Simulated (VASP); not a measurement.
Set up this calculation in VASP 6.6.1, as the native input.

```
Task                   : electric field gradients
Functional             : r2SCAN
Potentials or basis    : VASP PAW PBE potentials, release 64 (Zr_sv)
Cutoff                 : 520 eV
k mesh                 : 13 × 13 × 13
Occupations            : fermi-dirac, width 0.05 eV
Spin                   : no spin polarisation
Dipole correction      : no
Further INCAR settings : ALGO = Normal; EDIFF = 1e-08; NBANDS = 12
```

The system is Zr.

```
Zr
1.0
    -1.82666    1.82666    1.79085
     1.82666   -1.82666    1.79085
     1.75503    1.75503   -1.79085
Zr
1
Direct
  0.00000 0.00000 0.00000
```

This cell differs from its parent crystal: xy shear strain of -4 %.

The input as run:

POSCAR

```
Zr
1.0
   -1.8266642163      1.8266642163      1.7908472709
    1.8266642163     -1.8266642163      1.7908472709
    1.7550303255      1.7550303255     -1.7908472709
Zr
1
Direct
    0.0000000000      0.0000000000      0.0000000000
```

INCAR.step1

```
PREC = Accurate
ENCUT = 520
ISMEAR = -1
SIGMA = 0.05
LREAL = F
LASPH = T
NELM = 80
NBANDS = 12
GGA = PE
ALGO = Normal
EDIFF = 1E-4
LWAVE = T
LCHARG = F
```

INCAR.step2

```
PREC = Accurate
ENCUT = 520
EDIFF = 1E-8
ISMEAR = -1
SIGMA = 0.05
LREAL = F
LASPH = T
NELM = 80
ALGO = Normal
ISIF = 2
LWAVE = F
LCHARG = F
METAGGA = R2SCAN
LMIXTAU = T
LEFG = T
NBANDS = 12
ISTART = 1
```

KPOINTS

```
Automatic mesh
0
Gamma
  13 13 13
```

Potentials or basis: VASP PAW PBE potentials, release 64 (Zr_sv).

The run is started by

```sh
$ cat potpaw_PBE.64/Zr_sv/POTCAR > POTCAR
$ cp INCAR.step1 INCAR
$ mpirun -np 1 vasp_std > vasp.out
$ cp INCAR.step2 INCAR
$ mpirun -np 1 vasp_std > vasp.out
```

It gave:

- Pressure: -0.1 GPa
- Band gap on the k mesh: zero (bands 6 and 7 overlap by 1.83 eV)
- Largest electric field gradient by atom: Zr -28.9 V/Å²

Caveat: the cell differs from its parent crystal (xy shear strain of -4 %); without QUAD_EFG the Cq values of the log hold for a quadrupole moment of 1 mb, not for the nuclei; the PAW data sets were made with another functional, which shifts forces and pressure a little.

Wall time 120 s on 1 thread of Intel(R) Xeon(R) 6975P-C (Granite Rapids), on a shared host, peak memory 0.2 GiB.
